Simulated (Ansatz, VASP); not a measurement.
# One calculation of TaN, two programs

File INCAR:

```
PREC     = Accurate       # precision mode
ENCUT    = 520            # plane-wave cutoff, eV
EDIFF    = 1E-7           # SCF threshold, eV
ISMEAR   = 0              # smearing method
SIGMA    = 0.15           # smearing width, eV
LREAL    = False          # projectors in reciprocal space
LASPH    = True           # aspherical terms in the spheres
NELM     = 100            # most SCF steps
ALGO     = Normal         # electronic algorithm
ISIF     = 2              # what is computed and relaxed
LWAVE    = False          # write WAVECAR
LCHARG   = False          # write CHGCAR
GGA      = PE             # functional
NBANDS   = 24             # bands
```

File KPOINTS:

```
Automatic mesh
0
Gamma
  14 14 10
```

The input POSCAR:

```
TaN
1.0
    0.0000000000     -2.2081122572     -2.2081122572
    0.0000000000      2.2081122572     -2.2081122572
    4.4162245144      0.0000000000      0.0000000000
Ta N
2 2
Direct
    0.5000000000      0.5000000000     -0.0205209401
    0.0000000000      0.0000000000      0.5205209401
    0.5000000000      0.5000000000      0.4536255461
    0.0000000000      0.0000000000      0.0463744539
```

Input for Ansatz:

```yaml
crystal:
  lattice:
    - [0.0, -2.2081122572, -2.2081122572]
    - [0.0, 2.2081122572, -2.2081122572]
    - [4.4162245144, 0.0, 0.0]
  atoms:
    - { symbol: Ta, position: [0.5, 0.5, -0.0205209401] }
    - { symbol: Ta, position: [0.0, 0.0, 0.5205209401] }
    - { symbol: "N", position: [0.5, 0.5, 0.4536255461] }
    - { symbol: "N", position: [0.0, 0.0, 0.0463744539] }
basis:
  ecutwfc: 520.0
kpoints:
  mp_grid: { grid: [14, 14, 10] }
hamiltonian:
  xc: pbe
  pseudopotentials: { kind: paw, azcp: { folder: soft_1 } }
scf:
  occupations: { method: gaussian, width: 0.15 }
output:
  forces: true
  stress: true
  eigenvalues: true
```

Change from the starting cell: mode 1 frozen in at -0.205 Å and mode 2 at +0.000 Å (largest displacements).

Alike in both runs: task single point; functional PBE; k mesh 14 × 14 × 10; occupations gaussian, width 0.15 eV; no spin polarisation.

|  | VASP | Ansatz |
| --- | --- | --- |
| version | VASP 6.6.1 | Ansatz 0.2.0 |
| potentials or method | VASP PAW PBE potentials, release 64 (Ta_pv, N), cutoff 520 eV | scalar-relativistic, plane waves, PAW |
| valence electrons in the cell | 32 | 36 |

Ansatz gave:

| Quantity | Value |
| --- | --- |
| gap on the k mesh at the Fermi level (eV) | none |
| pressure (GPa) | 1.3 |
| traceless stress, the component that is largest in VASP (GPa) | 16.62 |
| rms of the force components (eV/Å) | 0.629 |

Task: Estimate VASP's values.

Result: gap on the k mesh at the Fermi level (eV): none; pressure (GPa): 2.3; traceless stress, the component that is largest in VASP (GPa): 16.85; rms of the force components (eV/Å): 0.645.

Atom by atom the forces differ by 0.017 eV/Å (rms over components). A gap of «none» marks a metal or a gap that the smearing closes. With one functional, cell and mesh, what is left measures potentials, basis and numerics. VASP's potentials hold 32 valence electrons a cell and Ansatz's 36, so a difference there can come from the potentials and not from the codes.

Neither program's run includes spin-orbit coupling.
